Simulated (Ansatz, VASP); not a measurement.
**SrO: VASP beside Ansatz**

INCAR

```
ALGO     = Normal         # electronic algorithm
EDIFF    = 1E-8           # SCF threshold, eV
ENCUT    = 520            # plane-wave cutoff, eV
GGA      = PE             # functional
ISIF     = 2              # what is computed and relaxed
ISMEAR   = -1             # smearing method
LASPH    = True           # aspherical terms in the spheres
LCHARG   = False          # write CHGCAR
LEFG     = True         
LREAL    = False          # projectors in reciprocal space
LWAVE    = False          # write WAVECAR
NBANDS   = 15             # bands
NELM     = 80             # most SCF steps
PREC     = Accurate       # precision mode
SIGMA    = 0.02           # smearing width, eV
```

The input KPOINTS:

```
k-points
0
Gamma
  8 8 8
```

POSCAR

```
SrO
1.0
    0.0256980000      2.5826490000      2.5826490000
    2.5826490000      0.0256980000      2.5826490000
    2.5826490000      2.5826490000      0.0256980000
Sr O
1 1
Direct
    0.0000000000      0.0000000000      0.0000000000
    0.5000000000      0.5000000000      0.5000000000
```

Input for Ansatz:

```yaml
crystal:
  lattice:
    - [0.025698, 2.582649, 2.582649]
    - [2.582649, 0.025698, 2.582649]
    - [2.582649, 2.582649, 0.025698]
  atoms:
    - { symbol: Sr, position: [0.0, 0.0, 0.0] }
    - { symbol: O, position: [0.5, 0.5, 0.5] }
kpoints:
  mp_grid: { grid: [8, 8, 8] }
scf:
  occupations: { method: fermi_dirac, width: 0.02 }
hamiltonian:
  xc: pbe
  pseudopotentials: { kind: all_electron, datasets: crystal }
output:
  forces: true
  stress: true
  eigenvalues: true
  efg: { contact_densities: true }
```

Change from the starting cell: equal xy, yz and zx shear strains of +1 %, crystal datasets.

Alike in both runs: task electric field gradients; functional PBE; k mesh 8 × 8 × 8; occupations fermi-dirac, width 0.02 eV; no spin polarisation.

|  | VASP | Ansatz |
| --- | --- | --- |
| version | VASP 6.6.1 | Ansatz 0.2.0 |
| potentials or method | VASP PAW PBE potentials, release 64 (Sr_sv, O), cutoff 520 eV | all-electron PAW with datasets made for the crystal, scalar-relativistic |

Ansatz gave:

```
gap on the k mesh at the Fermi level (eV)                     : 3.30
pressure (GPa)                                                : 2.9
traceless stress, the component that is largest in VASP (GPa) : -0.56
size of Vzz on the site where it differs most (V/Å²)          : 7.6
```

Question: What did VASP give for the same quantities?

Answer: gap on the k mesh at the Fermi level (eV): 3.25; pressure (GPa): 3.5; traceless stress, the component that is largest in VASP (GPa): -0.56; size of Vzz on the site where it differs most (V/Å²): 7.6.

Ansatz ran all-electron here, and VASP with PAW potentials.
